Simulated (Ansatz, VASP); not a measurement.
Mg in VASP and in Ansatz

Contents of POSCAR:

```
Mg
1.0
    2.9033178538      0.0000000000      0.0000000000
   -1.4516589269      2.5143470167      0.0000000000
    0.0000000000      0.0000000000      4.6903886303
Mg
2
Direct
    0.3333333333      0.6666666667      0.2500000000
    0.6666666667      0.3333333333      0.7500000000
```

Contents of INCAR.step1:

```
SYSTEM = Mg
PREC = Accurate
ENCUT = 520
ISMEAR = -1
SIGMA = 0.1
LREAL = .False.
LASPH = .True.
NELM = 100
NBANDS = 9
GGA = PE
ALGO = Normal
EDIFF = 1E-4
LWAVE = .True.
LCHARG = .False.
```

INCAR.step2

```
SYSTEM = Mg
PREC = Accurate
ENCUT = 520
EDIFF = 1E-6
ISMEAR = -1
SIGMA = 0.1
LREAL = .False.
LASPH = .True.
NELM = 100
ALGO = Normal
ISIF = 2
LWAVE = .False.
LCHARG = .False.
METAGGA = R2SCAN
LMIXTAU = .True.
NBANDS = 9
ISTART = 1
```

File KPOINTS:

```
Automatic mesh
0
Gamma
  18 18 10
  0 0 0
```

Input for Ansatz:

```yaml
crystal:
  lattice:
    - [2.9033178538, 0.0, 0.0]
    - [-1.4516589269, 2.5143470167, 0.0]
    - [0.0, 0.0, 4.6903886303]
  atoms:
    - { symbol: Mg, position: [0.3333333333, 0.6666666667, 0.25] }
    - { symbol: Mg, position: [0.6666666667, 0.3333333333, 0.75] }
basis:
  ecutwfc: 500
kpoints:
  mp_grid: { grid: [18, 18, 10] }
  band_path:
    path:
      - [[0.0, 0.0, 0.0], [0.5, 0.0, 0.0], [0.33333333, 0.33333333, 0.0], [0.0, 0.0, 0.0], [0.0, 0.0, 0.5], [0.5, 0.0, 0.5], [0.33333333, 0.33333333, 0.5], [0.0, 0.0, 0.5]]
      - [[0.5, 0.0, 0.5], [0.5, 0.0, 0.0]]
      - [[0.33333333, 0.33333333, 0.5], [0.33333333, 0.33333333, 0.0]]
    npoints: 12
hamiltonian:
  xc: r2scan
scf:
  occupations: { method: fermi_dirac, width: 0.1 }
  n_extra_bands: 6
output:
  forces: true
  stress: true
  eigenvalues: true
```

Alike in both runs: task single point; functional r2SCAN; k mesh 18 × 18 × 10; occupations fermi-dirac, width 0.1 eV; no spin polarisation.

|  | VASP | Ansatz |
| --- | --- | --- |
| version | VASP 6.6.1 | Ansatz 0.2.0 |
| potentials or method | VASP PAW PBE potentials, release 64 (Mg), cutoff 520 eV | scalar-relativistic, plane waves, PAW |
| valence electrons in the cell | 4 | 20 |

|  | VASP | Ansatz | Ansatz less VASP |
| --- | --- | --- | --- |
| gap on the k mesh at the Fermi level (eV) | none | none | - |
| pressure (GPa) | 18.3 | 18.6 | +0.27 |

VASP's potentials were made for PBE, not for r2SCAN. A gap of «none» marks a metal or a gap that the smearing closes. VASP's potentials hold 4 valence electrons a cell and Ansatz's 20, so a difference there can come from the potentials and not from the codes.
